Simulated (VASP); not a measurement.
**SiBi2Te5: single point with PBE**

SiBi2Te5:

```
CELL_PARAMETERS angstrom
-4.01070 4.01070 4.23496
4.01070 -4.01070 4.23496
4.01070 4.01070 -4.23496
ATOMIC_POSITIONS crystal
Si 0.01843 0.01843 0.00000
Bi 0.78869 0.28869 0.50000
Bi 0.28869 0.78869 0.50000
Te 0.71422 0.18512 0.00000
Te 0.18512 0.18512 0.47090
Te 0.71422 0.71422 0.52910
Te 0.18512 0.71422 0.00000
Te 0.32851 0.32851 0.00000
```

The cell was generated, and may not be a known phase.

```json
{
 "Program": "VASP 6.6.1",
 "Task": "single point",
 "Functional": "PBE",
 "Potentials or basis": "VASP PAW PBE potentials, release 64 (Si, Bi_d, Te)",
 "Cutoff": "520 eV",
 "k mesh": "6 × 6 × 6",
 "Occupations": "gaussian, width 0.1 eV",
 "Spin": "no spin polarisation"
}
```

```
Pressure               : 0.0 GPa
Largest force          : 0.017 eV/Å
Band gap on the k mesh : zero (bands 32 and 33 overlap by 1.02 eV)
```

Forces on the atoms (eV/Å):
```
Si   0.000  0.000 -0.011
Bi   0.000  0.000  0.003
Bi   0.000  0.000  0.003
Te   0.006 -0.006 -0.003
Te   0.006  0.006 -0.003
Te  -0.006 -0.006 -0.003
Te  -0.006  0.006 -0.003
Te   0.000  0.000  0.017
```

Levels at points of the mesh, in eV from the Fermi level:
```
           k point  band 28  band 29  band 30  band 31  band 32  band 33  band 34  band 35  band 36  band 37
(0.00, 0.00, 0.00)    -1.02    -0.47    -0.16    -0.11    -0.11     0.34     0.72     1.63     1.71     1.71
(0.50, 0.00, 0.00)    -1.67    -1.62    -1.35    -1.27    -0.45    -0.18     0.85     1.85     2.02     2.11
(0.50, 0.50, 0.00)    -1.63    -1.29    -0.95    -0.92    -0.32     0.18     0.55     1.42     1.72     1.86
(0.50, 0.50, 0.50)    -1.77    -1.19    -1.19    -0.92    -0.84    -0.72     0.43     0.43     0.98     1.03
```

Run time: 2.9 min on 1 thread of AMD EPYC 9R45 (Zen 5) (shared host), peak memory 0.54 GiB.

Caveat: spin-orbit coupling is left out, which moves the levels of the heavy elements.
